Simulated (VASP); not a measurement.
# PtSe2 (P-3m1) in VASP: a series of runs

PtSe2 is run at these levels: PBEsol; tasks: vibrations by perturbation theory.

All numbers are computed with VASP 6.6.1; they aren't measurements. Logs are shortened: lines on timing, memory, paths and dates and some standing lists are left out, and cuts for length are marked.

## 1. The cell of the first run

Symmetry: P-3m1, No. 164, trigonal system. Conventional cell: a = 3.660 Å, b = 3.660 Å, c = 4.303 Å, α = 90.00°, β = 90.00°, γ = 120.00°. Pt (site symmetry -3m) has 6 Se at 2.45 Å within 3.2 Å. Se (site symmetry 3m) has 3 Pt at 2.45 Å and 3 Se at 2.79 Å within 3.2 Å.

## 2. Vibrations by perturbation theory, PBEsol

File INCAR:

```
PREC = Accurate
ENCUT = 520
EDIFF = 1E-8
ISMEAR = -1
SIGMA = 0.15
LREAL = False
LASPH = True
NELM = 80
ALGO = Normal
ISIF = 2
LWAVE = False
LCHARG = False
GGA = PS
NBANDS = 18
IBRION = 8
NSW = 1
```

File KPOINTS:

```
Automatic mesh
0
Gamma
  12 12 8
```

File POSCAR:

```
PtSe2
1.0
    3.6598441135      0.0000000000      0.0000000000
   -1.8299220567      3.1695179761      0.0000000000
    0.0000000000      0.0000000000      4.3032817392
Pt Se
1 2
Direct
    0.0000000000      0.0000000000      0.0000000000
    0.3333333333      0.6666666667      0.2883115546
    0.6666666667      0.3333333333      0.7116884454
```

Potentials or basis: VASP PAW PBE potentials, release 64 (Pt, Se).

Launch:

```sh
$ cat potpaw_PBE.64/Pt/POTCAR potpaw_PBE.64/Se/POTCAR > POTCAR
$ mpirun -np 1 vasp_std > vasp.out
```

OUTCAR:

```text
PREC = Accurate
   ENCUT = 520
   EDIFF = 1E-8
   ISMEAR = -1
   LREAL = False
   LASPH = True
   NELM = 80
   ISIF = 2
   GGA = PS
   IBRION = 8
   NSW = 1

 ion  position               nearest neighbor table
   1  0.000  0.000  0.000-   2 2.45   3 2.45   2 2.45   3 2.45   3 2.45   2 2.45
   2  0.333  0.667  0.288-   1 2.45   1 2.45   1 2.45   3 2.79   3 2.79   3 2.79
   3  0.667  0.333  0.712-   1 2.45   1 2.45   1 2.45   2 2.79   2 2.79   2 2.79

  LATTYP: Found a hexagonal cell.
 ALAT       =     3.6598441135
 C/A-ratio  =     1.1758101181

  Lattice vectors:

 A1 = (   3.6598441135,   0.0000000000,   0.0000000000)
 A2 = (  -1.8299220567,   3.1695179761,   0.0000000000)
 A3 = (   0.0000000000,   0.0000000000,   4.3032817392)

Analysis of symmetry for initial positions (statically):
=====================================================================
 Subroutine PRICEL returns:
 Original cell was already a primitive cell.

 Routine SETGRP: Setting up the symmetry group for a
 hexagonal supercell.

 Subroutine GETGRP returns: Found 12 space group operations
 (whereof 12 operations were pure point group operations)
 out of a pool of 24 trial point group operations.

The static configuration has the point symmetry D_3d.

Analysis of symmetry for dynamics (positions and initial velocities):
=====================================================================
 Subroutine PRICEL returns:
 Original cell was already a primitive cell.

 Routine SETGRP: Setting up the symmetry group for a
 hexagonal supercell.

 Subroutine GETGRP returns: Found 12 space group operations
 (whereof 12 operations were pure point group operations)
 out of a pool of 24 trial point group operations.

The dynamic configuration has the point symmetry D_3d.

 Subroutine INISYM returns: Found 12 space group operations
 (whereof 12 operations are pure point group operations),
 and found     1 'primitive' translations

----------------------------------------------------------------------------------------

                                     Primitive cell

  volume of cell :      49.9178

  direct lattice vectors                    reciprocal lattice vectors
     3.659844114  0.000000000  0.000000000     0.273235681  0.157752694  0.000000000
    -1.829922057  3.169517976  0.000000000     0.000000000  0.315505388  0.000000000
     0.000000000  0.000000000  4.303281739     0.000000000  0.000000000  0.232380788

  length of vectors
     3.659844114  3.659844113  4.303281739     0.315505388  0.315505388  0.232380788

  position of ions in fractional coordinates (direct lattice)
     0.000000000  0.000000000  0.000000000
     0.333333333  0.666666667  0.288311555
     0.666666667  0.333333333  0.711688445

  ion indices of the primitive-cell ions
   primitive index   ion index
                 1           1
                 2           2
                 3           3

----------------------------------------------------------------------------------------

 KPOINTS: Automatic mesh

Automatic generation of k-mesh.
 Grid dimensions read from file:
 generate k-points for:   12   12    8

 Generating k-lattice:

  Cartesian coordinates                     Fractional coordinates (reciprocal lattice)
     0.022769640  0.013146058  0.000000000     0.083333333  0.000000000  0.000000000
     0.000000000  0.026292116  0.000000000     0.000000000  0.083333333  0.000000000
[... 86 lines left out ...]
   IVDW    =     0    specifies the selected vdW correction
   LEPSILON=     F    determine dielectric tensor
   LRPA    =     F    only Hartree local field effects (RPA)
 non-spin polarized calculation
  energy-cutoff  :      520.00
  volume of cell :       49.92
 maximum number of plane-waves:      1365
   NGX = 13   NGY = 13   NGZ = 17

--------------------------------------- Ionic step        1  -------------------------------------------

 number of electron      22.0000001 magnetization

 Free energy of the ion-electron system (eV)
  ---------------------------------------------------
  ext. energy  EPLUGINS =         0.00000000
  ---------------------------------------------------
  free energy    TOTEN  =       -15.46315593 eV

  energy without entropy =      -15.41224359  energy(sigma->0) =      -15.43769976

 E-fermi :   8.9345     XC(G=0): -11.9247

 val. band max:        8.9288962371   @ k =   0.0000   0.3333   0.3750
 cond. band min:       8.9446885162   @ k =   0.0000   0.1667   0.1250
 fundamental gap:      0.0157922792
 Fermi energy:         8.9345176620

 k-point     1 :       0.0000    0.0000    0.0000
  band No.  band energies     occupation
      1      -8.2195      2.00000
      2      -3.3320      2.00000
      3       0.7773      2.00000
      4       1.8571      2.00000
      5       1.8571      2.00000
      6       4.7363      2.00000
[... 481 lines left out ...]
      5       2.7816      2.00000
      6       3.7349      2.00000
[... 10 lines left out ...]
     17      17.6440      0.00000
     18      18.2078      0.00000

 [... further k-points ...]
[... 5 lines left out ...]
  --------------------------------------------------------------------------------------
  -------------------------------------------------------------------------------------
  Total        6.3213485      6.3213485      6.2979009      0.0000000     -0.0000000     -0.0000000
  in kB      202.8919094    202.8919094    202.1393284      0.0000000     -0.0000000     -0.0000000
  external PRESSURE =     202.6410491 kB  Pullay stress =       0.0000000 kB

 VOLUME and BASIS-vectors are now :
 -----------------------------------------------------------------------------
  energy-cutoff  :      520.00
  volume of cell :       49.92
      direct lattice vectors                 reciprocal lattice vectors
     3.659844114  0.000000000  0.000000000     0.273235681  0.157752694  0.000000000
    -1.829922057  3.169517976  0.000000000     0.000000000  0.315505388  0.000000000
     0.000000000  0.000000000  4.303281739     0.000000000  0.000000000  0.232380788

 POSITION                                       TOTAL-FORCE (eV/Angst)
 -----------------------------------------------------------------------------------
      0.00000      0.00000      0.00000        -0.000000      0.000000     -0.000000
     -0.00000      2.11301      1.24069        -0.000000     -0.000000      0.021742
      1.82992      1.05651      3.06260         0.000000      0.000000     -0.021742
 -----------------------------------------------------------------------------------
    total drift:                                0.000000     -0.000000      0.000000

  FREE ENERGIE OF THE ION-ELECTRON SYSTEM (eV)
  ---------------------------------------------------
  free  energy   TOTEN  =       -15.4631559292 eV

  energy  without entropy=      -15.4122435888  energy(sigma->0) =      -15.43769976

[... ionic steps 2 to 3 ...]

--------------------------------------- Ionic step        4  -------------------------------------------

------------------------ aborting loop because EDIFF is reached ----------------------------------------
[... 11 lines left out ...]
[... ionic steps 8 to 8 ...]

--------------------------------------- Ionic step        9  -------------------------------------------

 Free energy of the ion-electron system (eV)
  ---------------------------------------------------
  ---------------------------------------------------
  free energy    TOTEN  =        -0.08599587 eV

  energy without entropy =       -0.08599425

------------------------ aborting loop because EDIFF is reached ----------------------------------------

 INTERNAL STRAIN TENSOR  FOR ION    2  DIRECTION 3   (eV/Angst):
 -----------------------------------------------------------------------------
   -11.61986 -0.00000  0.00000
    -0.00000-11.61986  0.00000
     0.00000 -0.00000 -7.51787

 INTERNAL STRAIN TENSOR FOR ION    3 for displacements in x,y,z  (eV/Angst):
          X           Y           Z          XY          YZ          ZX
  --------------------------------------------------------------------------------
  x    -0.00000     0.00000     0.00000    -5.36587     0.00000     6.73539
  y    -5.36587     5.36587     0.00000     0.00000     7.45247     0.00000
  z    11.61986    11.61986     7.51787     0.00000     0.00000     0.00000

 SECOND DERIVATIVES (NOT SYMMETRIZED)
 ------------------------------------
               1X          1Y          1Z          2X          2Y          2Z          3X          3Y          3Z
  1X   -20.349012   -0.000000    0.000000   10.174506    0.000000    0.000000   10.174506    0.000000    0.000000
  1Y    -0.000000  -20.349012    0.000000    0.000000   10.174506    0.000000    0.000000   10.174506    0.000000
  1Z     0.000000    0.000000  -18.222246   -0.000000    0.000000    9.111123   -0.000000    0.000000    9.111123
  2X    10.179337    0.000000    0.000000   -9.874318   -0.000000   -0.000000   -0.305020   -0.000000    0.000000
  2Y     0.000000   10.179337   -0.000000   -0.000000   -9.874318    0.000000   -0.000000   -0.305020   -0.000000
  2Z    -0.000000    0.000000    9.116178   -0.000000    0.000000  -13.915075    0.000000    0.000000    4.798896
  3X    10.179337    0.000000    0.000000   -0.305020   -0.000000    0.000000   -9.874318   -0.000000   -0.000000
  3Y     0.000000   10.179337   -0.000000   -0.000000   -0.305020   -0.000000   -0.000000   -9.874318    0.000000
  3Z    -0.000000    0.000000    9.116178    0.000000    0.000000    4.798896   -0.000000    0.000000  -13.915075

 Eigenvectors and eigenvalues of the dynamical matrix
 ----------------------------------------------------

   1 f  =    7.610797 THz    47.820048 2PiTHz  253.868860 cm-1    31.475713 meV
             X         Y         Z           dx          dy          dz
      0.000000  0.000000  0.000000     0.000000    0.000000    0.000000
     -0.000000  2.113012  1.240686    -0.000000   -0.000000   -0.707107
      1.829922  1.056506  3.062596    -0.000000   -0.000000    0.707107
[... 43 lines left out ...]
   9 f/i=    0.000985 THz     0.006191 2PiTHz    0.032865 cm-1     0.004075 meV
             X         Y         Z           dx          dy          dz
      0.000000  0.000000  0.000000    -0.000000    0.000000   -0.743486
     -0.000000  2.113012  1.240686    -0.000000    0.000000   -0.472879
      1.829922  1.056506  3.062596    -0.000000    0.000000   -0.472879

--------------------------------------------------------------------------------------------------------

 ELASTIC MODULI CONTR FROM IONIC RELAXATION (kBar)
 Direction    XX          YY          ZZ          XY          YZ          ZX
 --------------------------------------------------------------------------------
 XX        -656.2946   -270.0031   -299.6504     -0.0000    268.2535      0.0000
 YY        -270.0031   -656.2946   -299.6504     -0.0000   -268.2535     -0.0000
 ZZ        -299.6504   -299.6504   -193.8694     -0.0000     -0.0000      0.0000
 XY          -0.0000     -0.0000     -0.0000   -193.1457     -0.0000    242.4421
 YZ         268.2535   -268.2535     -0.0000     -0.0000   -372.5682     -0.0000
 ZX           0.0000     -0.0000      0.0000    242.4421     -0.0000   -304.3202
 --------------------------------------------------------------------------------
```

It took 25 min on 1 thread of Intel Xeon Platinum 8488C (Sapphire Rapids), shared host; peak memory 1.3 GiB.

What came out:

```yaml
Highest_phonon_frequency_at_Γ_LO-TO_splitting_left_out: 254 cm⁻¹
```

Phonon frequencies in cm⁻¹ (negative: imaginary):
```
              q point                    frequencies
(0.000, 0.000, 0.000)  0 0 0 182 182 238 252 252 254
```

Caveat: the cell wasn't relaxed at this level first, which shifts response properties; the PAW data sets were made with another functional, which shifts forces and pressure a little; spin-orbit coupling is left out, which moves the levels of the heavy elements.

(Part 1 of 2 ends here.)
